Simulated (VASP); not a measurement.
# AlN (F-43m) in VASP: dielectric tensor with PBEsol

Aim: the dielectric tensor of AlN with PBEsol.

Everything below comes from runs of VASP 6.6.1. Logs are shortened: lines on timing, memory, paths and dates and some standing lists are left out, and cuts for length are marked.

## (1) The cell of the first run

Symmetry: F-43m, No. 216, cubic system. Conventional cell: a = 4.368 Å, b = 4.368 Å, c = 4.368 Å, α = 90.00°, β = 90.00°, γ = 90.00°. Within 2.5 Å of Al (site symmetry -43m) lie 4 N at 1.89 Å. N (site symmetry -43m) has 4 Al at 1.89 Å within 2.5 Å.

## (2) Dielectric tensor, PBEsol

File INCAR:

```
ALGO = Normal ; EDIFF = 1E-8
ENCUT = 520 ; GGA = PS
ISIF = 2 ; ISMEAR = 0
LASPH = T ; LCHARG = F
LEPSILON = T ; LREAL = F
LWAVE = F ; NELM = 100
PREC = Accurate ; SIGMA = 0.01
```

File KPOINTS:

```
k-points
0
Gamma
  8 8 8
```

File POSCAR:

```
AlN
1.0
    0.0000000000      2.1839940000      2.1839940000
    2.1839940000      0.0000000000      2.1839940000
    2.1839940000      2.1839940000      0.0000000000
Al N
1 1
Direct
    0.0000000000      0.0000000000      0.0000000000
    0.7500000000      0.7500000000      0.7500000000
```

Potentials or basis: VASP PAW PBE potentials, release 64 (Al, N).

The run is started by

```bash
> cat potpaw_PBE.64/Al/POTCAR potpaw_PBE.64/N/POTCAR > POTCAR
> mpirun -np 1 vasp_std > vasp.out
```

OUTCAR:

```text
EDIFF = 1E-8
   ENCUT = 520
   GGA = PS
   ISIF = 2
   ISMEAR = 0
   LASPH = T
   LEPSILON = T
   LREAL = F
   NELM = 100
   PREC = Accurate

 ion  position               nearest neighbor table
   1  0.000  0.000  0.000-   2 1.89   2 1.89   2 1.89   2 1.89
   2  0.750  0.750  0.750-   1 1.89   1 1.89   1 1.89   1 1.89

  LATTYP: Found a face centered cubic cell.
 ALAT       =     4.3679880000

  Lattice vectors:

 A1 = (   0.0000000000,   2.1839940000,   2.1839940000)
 A2 = (   2.1839940000,   0.0000000000,   2.1839940000)
 A3 = (   2.1839940000,   2.1839940000,   0.0000000000)

Analysis of symmetry for initial positions (statically):
=====================================================================
 Subroutine PRICEL returns:
 Original cell was already a primitive cell.

 Routine SETGRP: Setting up the symmetry group for a
 face centered cubic supercell.

 Subroutine GETGRP returns: Found 24 space group operations
 (whereof 24 operations were pure point group operations)
 out of a pool of 48 trial point group operations.

The static configuration has the point symmetry T_d .

Analysis of symmetry for dynamics (positions and initial velocities):
=====================================================================
 Subroutine PRICEL returns:
 Original cell was already a primitive cell.

 Routine SETGRP: Setting up the symmetry group for a
 face centered cubic supercell.

 Subroutine GETGRP returns: Found 24 space group operations
 (whereof 24 operations were pure point group operations)
 out of a pool of 48 trial point group operations.

The dynamic configuration has the point symmetry T_d .

 Subroutine INISYM returns: Found 24 space group operations
 (whereof 24 operations are pure point group operations),
 and found     1 'primitive' translations

----------------------------------------------------------------------------------------

                                     Primitive cell

[... 416 lines left out ...]
  volume of cell :       20.83
      direct lattice vectors                 reciprocal lattice vectors
     0.000000000  2.183994000  2.183994000    -0.228938358  0.228938358  0.228938358
     2.183994000  0.000000000  2.183994000     0.228938358 -0.228938358  0.228938358
     2.183994000  2.183994000  0.000000000     0.228938358  0.228938358 -0.228938358

 POSITION                                       TOTAL-FORCE (eV/Angst)
 -----------------------------------------------------------------------------------
      0.00000      0.00000      0.00000         0.000000      0.000000      0.000000
      3.27599      3.27599      3.27599        -0.000000     -0.000000     -0.000000
 -----------------------------------------------------------------------------------
    total drift:                               -0.000000     -0.000000     -0.000000

  FREE ENERGIE OF THE ION-ELECTRON SYSTEM (eV)
  ---------------------------------------------------
  free  energy   TOTEN  =       -15.6106013654 eV

  energy  without entropy=      -15.6106013654  energy(sigma->0) =      -15.61060137

 HEAD OF MICROSCOPIC STATIC DIELECTRIC TENSOR (INDEPENDENT PARTICLE, excluding Hartree and local field effects)
 ------------------------------------------------------
           4.835640    -0.000000    -0.000000
          -0.000000     4.835640    -0.000000
          -0.000000     0.000000     4.835640
 ------------------------------------------------------

 Free energy of the ion-electron system (eV)
  ---------------------------------------------------
  ---------------------------------------------------
  free energy    TOTEN  =        -0.22754709 eV

  energy without entropy =       -0.22754709

------------------------ aborting loop because EDIFF is reached ----------------------------------------

--------------------------------------- Ionic step        2  -------------------------------------------

------------------------ aborting loop because EDIFF is reached ----------------------------------------

--------------------------------------- Ionic step        3  -------------------------------------------

 Free energy of the ion-electron system (eV)
  ---------------------------------------------------
  ---------------------------------------------------
  free energy    TOTEN  =        -0.22754712 eV

  energy without entropy =       -0.22754712

------------------------ aborting loop because EDIFF is reached ----------------------------------------

 PIEZOELECTRIC TENSOR FIELD DIRECTION 3  (e Angst)
 -----------------------------------------------------------------------------
    -0.00043  0.79721  0.00000           ( -0.00000  0.00310  0.00000)
     0.79721 -0.00043  0.00000           (  0.00310 -0.00000  0.00000)
     0.00000  0.00000  0.00047           (  0.00000  0.00000 -0.00000)

 PIEZOELECTRIC TENSOR FIELD DIRECTION 3  (C/m^2)
 -----------------------------------------------------------------------------
    -0.00033  0.61305  0.00000
     0.61305 -0.00033  0.00000
     0.00000  0.00000  0.00036

 MACROSCOPIC STATIC DIELECTRIC TENSOR (including local field effects in DFT)
 ------------------------------------------------------
           4.644632    -0.000000     0.000000
           0.000000     4.644632     0.000000
           0.000000    -0.000000     4.644632
 ------------------------------------------------------

 PIEZOELECTRIC TENSOR (including local field effects)  for field in x, y, z        (e  Angst)
          XX          YY          ZZ          XY          YZ          ZX
  --------------------------------------------------------------------------------
  x     0.00000     0.00000    -0.00000     0.00000     0.79693     0.00000
  y    -0.00000    -0.00000    -0.00000     0.00000     0.00000     0.79693
  z    -0.00000    -0.00000     0.00000     0.79693     0.00000     0.00000

 PIEZOELECTRIC TENSOR (including local field effects)  for field in x, y, z        (C/m^2)
          XX          YY          ZZ          XY          YZ          ZX
  --------------------------------------------------------------------------------
  x     0.00000     0.00000    -0.00000     0.00000     0.61284     0.00000
  y    -0.00000    -0.00000    -0.00000     0.00000     0.00000     0.61284
  z    -0.00000    -0.00000     0.00000     0.61284     0.00000     0.00000

 BORN EFFECTIVE CHARGES (including local field effects) (in |e|, cummulative output)
 ---------------------------------------------------------------------------------
 ion    1
    1     2.53390     0.00000    -0.00000
    2    -0.00000     2.53390     0.00000
    3    -0.00000     0.00000     2.53390
 ion    2
    1    -2.53390    -0.00000     0.00000
    2     0.00000    -2.53390    -0.00000
    3     0.00000    -0.00000    -2.53390
```

OSZICAR:

```text
N       E                     dE             d eps       ncg     rms          rms(c)
DAV:   1     0.101722712916E+02    0.10172E+02   -0.40782E+03   480   0.838E+02
[... 16 lines left out ...]
RMM:   3    -0.215776631544E+00    0.50135E-02   -0.35750E-03  2373   0.472E-01    0.413E-01
RMM:   4    -0.225736820866E+00   -0.99602E-02   -0.54692E-03  2454   0.590E-01    0.575E-02
RMM:   5    -0.227400772975E+00   -0.16640E-02   -0.82494E-05  2535   0.888E-02    0.924E-03
RMM:   6    -0.227467885826E+00   -0.67113E-04   -0.74391E-07  2667   0.901E-03    0.393E-03
RMM:   7    -0.227547838185E+00   -0.79952E-04   -0.17335E-07  2621   0.476E-03    0.252E-04
RMM:   8    -0.227546991129E+00    0.84706E-06    0.33577E-09  2764   0.355E-04    0.108E-04
RMM:   9    -0.227547124043E+00   -0.13291E-06    0.60445E-10  2259   0.176E-04    0.887E-06
```

stdout:

```text
POSCAR found type information on POSCAR AlN
 POSCAR found :  2 types and       2 ions
 scaLAPACK will be used
 -----------------------------------------------------------------------------
|                                                                             |
|                                                                             |
|     You enforced a specific xc type in the INCAR file but a different       |
[... 28 lines left out ...]
  Direction:   1
 dielectric tensor                  component  1 :     4.645     0.763     0.422
 Linear response to external field, progress :
  Direction:   2
 dielectric tensor                  component  2 :     0.685     4.645     0.439
 Linear response to external field, progress :
  Direction:   3
 dielectric tensor                  component  3 :     0.534     0.651     4.645
 Born effective charges drift removed
```

It took 60 s on 1 thread of AMD EPYC 7R13 (Zen 3), shared host; peak memory 0.14 GiB.

Results:

```yaml
Band_gap_on_the_k_mesh: 3.19 eV, indirect (least direct gap 4.13 eV)
Electronic_dielectric_tensor_diagonal: 4.64
Born_charges_mean_of_the_diagonal: Al +2.53; N -2.53 e
```

Electronic dielectric tensor:
```
4.64 0.00 0.00
0.00 4.64 0.00
0.00 0.00 4.64
```

Born effective charge tensors (e):
atom 1, Al
```
2.53 0.00 0.00
0.00 2.53 0.00
0.00 0.00 2.53
```
atom 2, N
```
-2.53  0.00  0.00
 0.00 -2.53  0.00
 0.00  0.00 -2.53
```

 PBEsol gaps usually lie below the measured ones, often by a third to a half.
